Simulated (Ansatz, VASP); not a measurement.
ZnS: VASP beside Ansatz

```xyz
2
Lattice="0.0000 2.6937 2.6937 2.6937 0.0000 2.6937 2.6937 2.6937 0.0000" Properties=species:S:1:pos:R:3 pbc="T T T"
Zn    0.0000    0.0000    0.0000
S     1.3468    1.3468    1.3468
```

Alike in both runs: task single point; functional LDA; k mesh 2 × 2 × 2; occupations gaussian, width 0.1 eV; no spin polarisation; Hubbard terms Zn d U = 6.6 eV, J = 0.37 eV.

```csv
,VASP,Ansatz
version,VASP 6.6.1,Ansatz 0.2.0
potentials or method,"VASP PAW LDA potentials, release 64 (Zn, S), cutoff 500 eV","scalar-relativistic, plane waves, PAW"
valence electrons in the cell,18,18
```

VASP gave:

```
gap on the k mesh at the Fermi level (eV) : 2.12
least direct gap on the mesh (eV)         : 2.12
pressure (GPa)                            : -0.4
```

Q: What did Ansatz give for the same quantities?

A: gap on the k mesh at the Fermi level (eV): 1.89; least direct gap on the mesh (eV): 1.89; pressure (GPa): 2.8.

LDA's correlation is that of Perdew and Zunger in VASP and of Perdew and Wang (1992) in Ansatz. The programs project onto different local orbitals, so the same U acts differently, and such runs can settle in different states.

The k mesh is coarse, so the values compare programs but aren't converged.
